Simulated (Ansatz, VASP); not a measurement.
## Two plane-wave programs on ZnSe

```xyz
2
Lattice="0.0000 2.8250 2.8250 2.8250 0.0000 2.8250 2.8250 2.8250 0.0000" Properties=species:S:1:pos:R:3 pbc="T T T"
Zn    0.0000    0.0000    0.0000
Se    1.4125    1.4125    1.4125
```

Alike in both runs: task relaxation of cell and atoms; functional LDA; k mesh 8 × 8 × 8; occupations gaussian, width 0.02 eV; no spin polarisation.

```csv
,VASP,Ansatz
version,VASP 6.6.1,Ansatz 0.2.0
potentials or method,"VASP PAW LDA potentials, release 64 (Zn, Se), cutoff 500 eV","scalar-relativistic, plane waves, PAW"
valence electrons in the cell,18,28
```

Ansatz gave:

* gap on the k mesh at the Fermi level, each at its own relaxed structure (eV): 1.25
* relaxed volume (Å³/atom): 21.57
* relaxed cell length with the largest relative difference (Å): 3.937

Problem. What did VASP give for the same quantities?

Solution. gap on the k mesh at the Fermi level, each at its own relaxed structure (eV): 1.27; relaxed volume (Å³/atom): 21.68; relaxed cell length with the largest relative difference (Å): 3.944.

Ansatz warns that its potentials were made for another functional, while VASP's fit it. LDA's correlation is that of Perdew and Zunger in VASP and of Perdew and Wang (1992) in Ansatz. VASP's potentials hold 18 valence electrons a cell and Ansatz's 28, so a difference there can come from the potentials and not from the codes.
